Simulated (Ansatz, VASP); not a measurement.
## One calculation of Ga2P, two programs

```
Ga P
1.0
     4.52976    0.00000    0.00000
    -2.26488    3.92288    0.00000
     0.00000    0.00000    5.52433
Ga P
4 2
Cartesian
  0.0000 0.0000 2.7622
  0.0000 0.0000 0.0000
  2.2649 1.3076 1.3811
  0.0000 2.6153 4.1432
  2.2649 1.3076 4.1432
  0.0000 2.6153 1.3811
```

Change from the starting cell: species swapped into the Mn2Ge type (P6_3/mmc, No. 194).

Alike in both runs: task relaxation of cell and atoms; functional PBE; k mesh 6 × 6 × 4; occupations gaussian, width 0.1 eV; no spin polarisation.

```csv
,VASP,Ansatz
version,VASP 6.6.1,Ansatz 0.2.0
potentials or method,"VASP PAW PBE potentials, release 64 (Ga_d, P), cutoff 600 eV","scalar-relativistic, plane waves, PAW"
valence electrons in the cell,62,62
```

```tsv
	VASP	Ansatz	Ansatz less VASP
gap on the k mesh at the Fermi level, each at its own relaxed structure (eV)	none	none	-
relaxed volume (Å³/atom)	17.68	17.67	-0.015
relaxed cell length with the largest relative difference (Å)	5.734	5.794	+0.0606
```

A gap of «none» marks a metal or a gap that the smearing closes.
